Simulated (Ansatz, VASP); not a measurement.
# GaN in VASP and in Ansatz

Contents of INCAR:

```
ALGO = Normal
EDIFF = 1E-7
ENCUT = 520
GGA = PE
ISIF = 2
ISMEAR = 0
LASPH = T
LCHARG = F
LREAL = F
LWAVE = F
NBANDS = 26
NELM = 80
PREC = Accurate
SIGMA = 0.028999999999999998
```

The input KPOINTS:

```
k-points
0
Gamma
  10 10 5
```

Contents of POSCAR:

```
GaN
1.0
    3.1800000000      0.0000000000      0.0000000000
   -1.5900000000      2.7539607840      0.0000000000
    0.0000000000      0.0000000000      5.1660000000
Ga N
2 2
Direct
    0.6666666667      0.3333333333      0.5000000000
    0.3333333333      0.6666666667      0.0000000000
    0.6666666667      0.3333333333      0.8750000000
    0.3333333333      0.6666666667      0.3750000000
```

input.yaml

```yaml
crystal:
  lattice:
    - [3.18, 0.0, 0.0]
    - [-1.59, 2.753960784, 0.0]
    - [0.0, 0.0, 5.166]
  atoms:
    - { symbol: Ga, position: [0.6666666667, 0.3333333333, 0.5] }
    - { symbol: Ga, position: [0.3333333333, 0.6666666667, 0.0] }
    - { symbol: "N", position: [0.6666666667, 0.3333333333, 0.875] }
    - { symbol: "N", position: [0.3333333333, 0.6666666667, 0.375] }
hamiltonian:
  xc: pbe
  pseudopotentials: { kind: paw }
kpoints:
  mp_grid: { grid: [10, 10, 5] }
scf:
  occupations: { method: gaussian, width: 0.029 }
output:
  forces: true
  stress: true
  eigenvalues: true
```

Alike in both runs: task single point; functional PBE; k mesh 10 × 10 × 5; occupations gaussian, width 0.029 eV; no spin polarisation.

```csv
,VASP,Ansatz
version,VASP 6.6.1,Ansatz 0.2.0
potentials or method,"VASP PAW PBE potentials, release 64 (Ga_d, N)",Ansatz PAW
plane-wave cutoff (eV),520,420
valence electrons in the cell,36,36
```

VASP gave:

| Item | Value |
| --- | --- |
| gap on the k mesh at the Fermi level (eV) | 1.97 |
| least direct gap on the mesh (eV) | 1.97 |
| pressure (GPa) | 7.4 |
| traceless stress, the component that is largest in VASP (GPa) | 1.45 |
| rms of the force components (eV/Å) | 0.078 |

Q: What did Ansatz give for the same quantities?

A: gap on the k mesh at the Fermi level (eV): 1.96; least direct gap on the mesh (eV): 1.96; pressure (GPa): 7.3; traceless stress, the component that is largest in VASP (GPa): 1.43; rms of the force components (eV/Å): 0.079.

Atom by atom the forces differ by 0.001 eV/Å (rms over components). With one functional, cell and mesh, what is left measures potentials, basis and numerics.

Noted on Ansatz's run: odd divisions of the mesh miss points on the zone boundary, where band edges often lie, so the gap on the mesh can be too wide.
